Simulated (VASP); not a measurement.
# LiH12ClO6 in VASP: single point with PBE+D3(BJ)

Aim: the single point of LiH12ClO6 with PBE+D3(BJ).

Program: VASP 6.6.1. These are calculated values, not measurements. Logs are shortened: lines on timing, memory, paths and dates and some standing lists are left out, and cuts for length are marked.

### Step 1. The cell of the first run

The cell holds a disordered packing, 20 atoms: a = 6.073 Å, b = 6.073 Å, c = 6.073 Å, α = 90.00°, β = 90.00°, γ = 90.00°.

### Step 2. Single point, PBE+D3(BJ)

Contents of INCAR:

```
SYSTEM = LiH12ClO6
ALGO = Normal
EDIFF = 1E-7
ENCUT = 520
GGA = PE
ISIF = 2
ISMEAR = -1
IVDW = 12
LASPH = .True.
LCHARG = .False.
LREAL = Auto
LWAVE = .False.
NBANDS = 45
NELM = 60
PREC = Accurate
SIGMA = 0.05
```

Contents of KPOINTS:

```
k-points
0
Gamma
  1 1 1
  0 0 0
```

Contents of POSCAR:

```
LiH12ClO6
1.0
    6.0731780000      0.0000000000      0.0000000000
    0.0000000000      6.0731780000      0.0000000000
    0.0000000000      0.0000000000      6.0731780000
O H Li Cl
6 12 1 1
Direct
    0.7268454675      0.5005840597      0.0226365555
    0.8525272993      0.0328831206      0.3626893580
    0.4258093277      0.1905863808      0.2113354397
    0.9608789112      0.4508595642      0.6496568406
    0.3931071990      0.2533843292      0.6727289528
    0.5583620064      0.6929008315      0.5648759979
    0.6430546728      0.6258749438     -0.0356257549
    0.6142758751      0.3881418526      0.0537065248
    0.7383162151      0.1140774762      0.2824140257
    0.9414501608     -0.0369247637      0.2457181478
    0.3082988506      0.2996762717      0.2024835571
    0.3627725926      0.0613670533      0.1271518513
    0.8844779383      0.4490617933      0.7959140851
    0.9501335687      0.3004868765      0.5921254324
    0.4127810991      0.2021051955      0.5209186857
    0.3239322679      0.1280993930      0.7509268371
    0.6828302899      0.5883723467      0.5628155542
    0.6287446588      0.8256227796      0.5036422465
    0.2760383672      0.5661415657      0.6823072799
    0.1919833323      0.8520119297      0.9543261827
```

Potentials or basis: VASP PAW PBE potentials, release 64 (O, H, Li_sv, Cl).

The run is started by

```console
$ cat potpaw_PBE.64/O/POTCAR potpaw_PBE.64/H/POTCAR potpaw_PBE.64/Li_sv/POTCAR potpaw_PBE.64/Cl/POTCAR > POTCAR
$ mpirun -np 1 vasp_gam > vasp.out
```

OUTCAR:

```text
SYSTEM = LiH12ClO6
   EDIFF = 1E-7
   ENCUT = 520
   GGA = PE
   ISIF = 2
   ISMEAR = -1
   IVDW = 12
   LASPH = .True.
   LREAL = Auto
   NELM = 60
   PREC = Accurate
 IVDW          = 12

 ion  position               nearest neighbor table
   1  0.727  0.501  0.023-   7 0.98   8 0.98
   2  0.853  0.033  0.363-   9 0.98  10 0.99
   3  0.426  0.191  0.211-  11 0.98  12 1.01
   4  0.961  0.451  0.650-  14 0.98  13 1.00  19 2.05
   5  0.393  0.253  0.673-  15 0.98  16 0.99  19 2.03
   6  0.558  0.693  0.565-  18 0.99  17 0.99  19 2.01
   7  0.643  0.626  0.964-   1 0.98
   8  0.614  0.388  0.054-   1 0.98
   9  0.738  0.114  0.282-   2 0.98
  10  0.941  0.963  0.246-   2 0.99
  11  0.308  0.300  0.202-   3 0.98
  12  0.363  0.061  0.127-   3 1.01
  13  0.884  0.449  0.796-   4 1.00
  14  0.950  0.300  0.592-   4 0.98
  15  0.413  0.202  0.521-   5 0.98
  16  0.324  0.128  0.751-   5 0.99
  17  0.683  0.588  0.563-   6 0.99
  18  0.629  0.826  0.504-   6 0.99
  19  0.276  0.566  0.682-   6 2.01   5 2.03   4 2.05  20 2.45
  20  0.192  0.852  0.954-  19 2.45

  LATTYP: Found a simple cubic cell.
 ALAT       =     6.0731780000

  Lattice vectors:

 A1 = (   6.0731780000,   0.0000000000,   0.0000000000)
 A2 = (   0.0000000000,   6.0731780000,   0.0000000000)
 A3 = (   0.0000000000,   0.0000000000,   6.0731780000)

Analysis of symmetry for initial positions (statically):
=====================================================================
 Subroutine PRICEL returns:
 Original cell was already a primitive cell.

 Routine SETGRP: Setting up the symmetry group for a
 simple cubic supercell.

 Subroutine GETGRP returns: Found  1 space group operations
 (whereof  1 operations were pure point group operations)
 out of a pool of 48 trial point group operations.

The static configuration has the point symmetry C_1 .

Analysis of symmetry for dynamics (positions and initial velocities):
=====================================================================
 Subroutine PRICEL returns:
 Original cell was already a primitive cell.

 Routine SETGRP: Setting up the symmetry group for a
 simple cubic supercell.

 Subroutine GETGRP returns: Found  1 space group operations
 (whereof  1 operations were pure point group operations)
 out of a pool of 48 trial point group operations.

The dynamic configuration has the point symmetry C_1 .

 Subroutine INISYM returns: Found  1 space group operations
 (whereof  1 operations are pure point group operations),
 and found     1 'primitive' translations

----------------------------------------------------------------------------------------

                                     Primitive cell

  volume of cell :     224.0000

  direct lattice vectors                    reciprocal lattice vectors
     6.073178000  0.000000000  0.000000000     0.164658437  0.000000000  0.000000000
     0.000000000  6.073178000  0.000000000     0.000000000  0.164658437  0.000000000
     0.000000000  0.000000000  6.073178000     0.000000000  0.000000000  0.164658437

  length of vectors
     6.073178000  6.073178000  6.073178000     0.164658437  0.164658437  0.164658437

  position of ions in fractional coordinates (direct lattice)
     0.726845467  0.500584060  0.022636556
     0.852527299  0.032883121  0.362689358
     0.425809328  0.190586381  0.211335440
     0.960878911  0.450859564  0.649656841
     0.393107199  0.253384329  0.672728953
     0.558362006  0.692900831  0.564875998
[... 12 lines left out ...]
     0.276038367  0.566141566  0.682307280
     0.191983332  0.852011930  0.954326183

  ion indices of the primitive-cell ions
   primitive index   ion index
                 1           1
                 2           2
                 3           3
                 4           4
                 5           5
                 6           6
[... 12 lines left out ...]
                19          19
                20          20

----------------------------------------------------------------------------------------

 KPOINTS: k-points

Automatic generation of k-mesh.
 Grid dimensions read from file:
 generate k-points for:    1    1    1

 Generating k-lattice:

  Cartesian coordinates                     Fractional coordinates (reciprocal lattice)
     0.164658437  0.000000000  0.000000000     1.000000000  0.000000000  0.000000000
     0.000000000  0.164658437  0.000000000     0.000000000  1.000000000  0.000000000
     0.000000000  0.000000000  0.164658437     0.000000000  0.000000000  1.000000000

  Length of vectors
     0.164658437  0.164658437  0.164658437

  Shift w.r.t. Gamma in fractional coordinates (k-lattice)
     0.000000000  0.000000000  0.000000000

 Subroutine IBZKPT returns following result:
 ===========================================

 Found      1 irreducible k-points:

 Following reciprocal coordinates:
            Coordinates               Weight
  0.000000  0.000000  0.000000      1.000000
   k-points           NKPTS =      1   k-points in BZ     NKDIM =      1   number of bands    NBANDS=     45
   number of dos      NEDOS =    301   number of ions     NIONS =     20
   total plane-waves  NPLWV = 110592
   dimension x,y,z NGX =    48 NGY =   48 NGZ =   48
   dimension x,y,z NGXF=    96 NGYF=   96 NGZF=   96
   ions per type =               6  12   1   1
   NGX,Y,Z   is equivalent  to a cutoff of  13.14, 13.14, 13.14 a.u.
   NGXF,Y,Z  is equivalent  to a cutoff of  26.28, 26.28, 26.28 a.u.
 SYSTEM =  LiH12ClO6
   PREC   = accura    normal or accurate (medium, high low for compatibility)
   ISTART =      0    job   : 0-new  1-cont  2-samecut
   ICHARG =      2    charge: 1-file 2-atom 10-const
   ISPIN  =      1    spin polarized calculation?
   LNONCOLLINEAR =      F non collinear calculations
   LSORBIT =      F    spin-orbit coupling
   LASPH  =      T    aspherical Exc in radial PAW
   ENCUT  =  520.0 eV  38.22 Ry    6.18 a.u.  11.29 11.29 11.29*2*pi/ulx,y,z
   NELM   =     60;   NELMIN=  2; NELMDL= -5     # of ELM steps
   EDIFF  = 0.1E-06   stopping-criterion for ELM
   LREAL  =      T    real-space projection
   EDIFFG = 0.1E-05   stopping-criterion for IOM
   NSW    =      0    number of steps for IOM
   IBRION =     -1    ionic relax: 0-MD 1-quasi-New 2-CG
   NFREE  =      0    steps in history (QN), initial steepest desc. (CG)
   ISIF   =      2    stress and relaxation
   ISYM   =      2    0-nonsym 1-usesym 2-fastsym
   POTIM  = 0.5000    time-step for ionic-motion
   TEBEG  =    0.0;   TEEND  =   0.0 temperature during run
   PSTRESS=    0.0 pullay stress
   NELECT =      58.0000    total number of electrons
   NUPDOWN=      -1.0000    fix difference up-down
   EMIN   =  10.00;   EMAX   =-10.00  energy-range for DOS
   EFERMI =   0.00;   METHOD = LEGACY
   ISMEAR =    -1;   SIGMA  =   0.05  broadening in eV -4-tet -1-fermi 0-gaus
   EFERMI_NEDOS =   21; number of points for ismear=-14 and -15
   IALGO  =     38    algorithm
   IMIX   =      4    mixing-type and parameters
     AMIX     =   0.40;   BMIX     =  1.00
     AMIX_MAG =   1.60;   BMIX_MAG =  1.00
  volume/ion in A,a.u.               =      11.20        75.58
  Fermi-wavevector in a.u.,A,eV,Ry     =   1.043442  1.971819 14.813621  1.088770
  Thomas-Fermi vector in A             =   2.178151
   LORBIT       =      0    0 simple, 1 ext, 2 COOP (PROOUT), +10 PAW based schemes
   GGA     = PE    functional components
   LHFCALC =     F    Hartree Fock is set to
   AEXX    =    0.0000 exact exchange contribution
   IVDW    =    12    specifies the selected vdW correction
   LEPSILON=     F    determine dielectric tensor
   LRPA    =     F    only Hartree local field effects (RPA)
 non-spin polarized calculation
  energy-cutoff  :      520.00
  volume of cell :      224.00
 maximum number of plane-waves:      3016
 NGX is ok and might be reduce to    48
   NGX = 23   NGY = 23   NGZ = 23

 number of electron      57.9999987 magnetization

 Free energy of the ion-electron system (eV)
  ---------------------------------------------------
  ext. energy  EPLUGINS =         0.00000000
  ---------------------------------------------------
  free energy    TOTEN  =       -95.09114970 eV

  energy without entropy =      -95.09114970  energy(sigma->0) =      -95.09114970

 E-fermi :  -1.7444     XC(G=0):  -6.9187

 val. band max:       -3.1041524085   @ k =   0.0000   0.0000   0.0000
 cond. band min:       1.4926960687   @ k =   0.0000   0.0000   0.0000
 fundamental gap:      4.5968484772
 Fermi energy:        -1.7444408171

 k-point     1 :       0.0000    0.0000    0.0000
  band No.  band energies     occupation
      1     -45.6924      2.00000
      2     -22.3766      2.00000
      3     -21.9207      2.00000
      4     -21.7057      2.00000
      5     -21.5739      2.00000
      6     -21.4435      2.00000
[... 33 lines left out ...]
     40       7.6031      0.00000
     41       7.8865      0.00000
 [bands above 41 left out]

------------------------ aborting loop because EDIFF is reached ----------------------------------------

 Edisp (eV)   -0.88888

 E8    (eV) :    -0.2160

  FORCE on cell =-STRESS in cart. coord.  units (eV):
  Direction    XX          YY          ZZ          XY          YZ          ZX
  --------------------------------------------------------------------------------------
  -------------------------------------------------------------------------------------
  Total      -1.67323    -2.07745     0.16517    -0.54266    -0.10610     0.57881
  in kB     -11.96792   -14.85910     1.18137    -3.88140    -0.75890     4.13995
  external pressure =       -8.55 kB  Pullay stress =        0.00 kB

 VOLUME and BASIS-vectors are now :
 -----------------------------------------------------------------------------
  energy-cutoff  :      520.00
  volume of cell :      224.00
      direct lattice vectors                 reciprocal lattice vectors
     6.073178000  0.000000000  0.000000000     0.164658437  0.000000000  0.000000000
     0.000000000  6.073178000  0.000000000     0.000000000  0.164658437  0.000000000
     0.000000000  0.000000000  6.073178000     0.000000000  0.000000000  0.164658437

 POSITION                                       TOTAL-FORCE (eV/Angst)
 -----------------------------------------------------------------------------------
      4.41426      3.04014      0.13748        -0.157926      0.124690     -0.167504
      5.17755      0.19971      2.20268        -0.071071      0.005716     -0.171090
      2.58602      1.15747      1.28348        -0.003200      0.083198     -0.026380
      5.83559      2.73815      3.94548        -0.033255      0.050348     -0.013906
      2.38741      1.53885      4.08560        -0.053926     -0.119224     -0.006214
      3.39103      4.20811      3.43059         0.153291     -0.025591     -0.123226
[... 12 lines left out ...]
      1.67643      3.43828      4.14377        -0.062985     -0.009265     -0.031446
      1.16595      5.17442      5.79579         0.014092     -0.055212     -0.015058
 -----------------------------------------------------------------------------------
    total drift:                                0.009588     -0.008835     -0.010282

  FREE ENERGIE OF THE ION-ELECTRON SYSTEM (eV)
  ---------------------------------------------------
  free  energy   TOTEN  =       -95.9800255113 eV

  energy  without entropy=      -95.9800255113  energy(sigma->0) =      -95.98002551
```

It took 45 s on 1 thread of Intel Xeon 8259CL, shared host; peak memory 0.31 GiB.

Results:

```
Free energy                : -95.9800 eV
Largest force              : 0.262 eV/Å
Dispersion energy per atom : -0.044 eV
```

Forces on the atoms (eV/Å):
```
O   -0.158  0.125 -0.168
O   -0.071  0.006 -0.171
O   -0.003  0.083 -0.026
O   -0.033  0.050 -0.014
O   -0.054 -0.119 -0.006
O    0.153 -0.026 -0.123
H    0.122 -0.085  0.114
H    0.087 -0.022  0.056
H    0.054 -0.020  0.107
H   -0.018  0.001  0.149
H    0.009  0.059  0.033
H    0.006 -0.013  0.057
H   -0.023  0.033  0.051
H   -0.013 -0.036 -0.086
H    0.023  0.022  0.079
H    0.043  0.079 -0.058
H    0.013 -0.020  0.016
H   -0.088 -0.053  0.036
Li  -0.063 -0.009 -0.031
Cl   0.014 -0.055 -0.015
```

Levels at points of the mesh, in eV from the Fermi level:
```
           k point  band 25  band 26  band 27  band 28  band 29  band 30  band 31  band 32  band 33  band 34
(0.00, 0.00, 0.00)    -1.84    -1.74    -1.60    -1.38    -1.36     3.24     6.27     6.49     7.33     7.50
```

Caveat: the k points lie up to 1.03 Å⁻¹ apart, too coarse for converged energies, forces and pressures; the cutoff is under 1.25 times the usual one of these potentials, so pressure, stress and relaxed cells hold a basis-set (Pulay) error.
